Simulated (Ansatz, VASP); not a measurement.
Al in VASP and in Ansatz

File POSCAR:

```
Al
1.0
    2.7052913888      0.0000000000      0.0000000000
   -1.3526456944      2.3428510673      0.0000000000
    0.0000000000      0.0000000000      8.8685163478
Al
4
Direct
    1.0000000000      0.0000000000      0.0000000000
    1.0000000000      0.0000000000      0.5000000000
    0.3333333333      0.6666666667      0.2500000000
    0.6666666667      0.3333333333      0.7500000000
```

Contents of INCAR.step1:

```
PREC = Accurate
ENCUT = 520
ISMEAR = -1
SIGMA = 0.1
LREAL = False
LASPH = True
NELM = 100
NBANDS = 14
GGA = PE
ALGO = Normal
EDIFF = 1E-4
LWAVE = True
LCHARG = False
```

Contents of INCAR.step2:

```
PREC = Accurate
ENCUT = 520
EDIFF = 1E-6
ISMEAR = -1
SIGMA = 0.1
LREAL = False
LASPH = True
NELM = 100
ALGO = Normal
ISIF = 2
LWAVE = False
LCHARG = False
METAGGA = R2SCAN
LMIXTAU = True
NBANDS = 14
ISTART = 1
```

KPOINTS

```
regular mesh
0
Gamma
  14 14 4
```

Input for Ansatz:

```yaml
crystal:
  lattice:
    - [2.7052913888, 0.0, 0.0]
    - [-1.3526456944, 2.3428510673, 0.0]
    - [0.0, 0.0, 8.8685163478]
  atoms:
    - { symbol: Al, position: [1.0, 0.0, 0.0] }
    - { symbol: Al, position: [1.0, 0.0, 0.5] }
    - { symbol: Al, position: [0.3333333333, 0.6666666667, 0.25] }
    - { symbol: Al, position: [0.6666666667, 0.3333333333, 0.75] }
hamiltonian:
  xc: r2scan
  pseudopotentials:
    kind: paw
    azcp:
      Al: "pseudopotentials/Al.paw.azcp"
basis:
  ecutwfc: 500
  fft_grid_basis: typed
kpoints:
  mp_grid: { grid: [14, 14, 4], shift: [0, 0, 0] }
magnetization:
  spin_polarized: false
scf:
  occupations: { method: fermi_dirac, width: 0.1 }
  lower_state_search: "off"
output:
  stress: true
  write_density: true
  write_potential: true
  elf: true
  volumetric_format: npy
```

Alike in both runs: task single point; functional r2SCAN; k mesh 14 × 14 × 4; occupations fermi-dirac, width 0.1 eV; no spin polarisation.

```csv
,VASP,Ansatz
version,VASP 6.6.1,Ansatz 0.2.0
potentials or method,"VASP PAW PBE potentials, release 64 (Al), cutoff 520 eV","plane waves (500 eV) with PAW, scalar-relativistic"
valence electrons in the cell,12,12
```

|  | VASP | Ansatz | Ansatz less VASP |
| --- | --- | --- | --- |
| pressure (GPa) | 14.9 | 15.4 | +0.45 |
| traceless stress, the component that is largest in VASP (GPa) | 0.57 | 0.57 | +0.006 |

VASP's potentials were made for PBE, not for r2SCAN. The functional is the same, so the differences come from potentials, cutoffs and numerics.
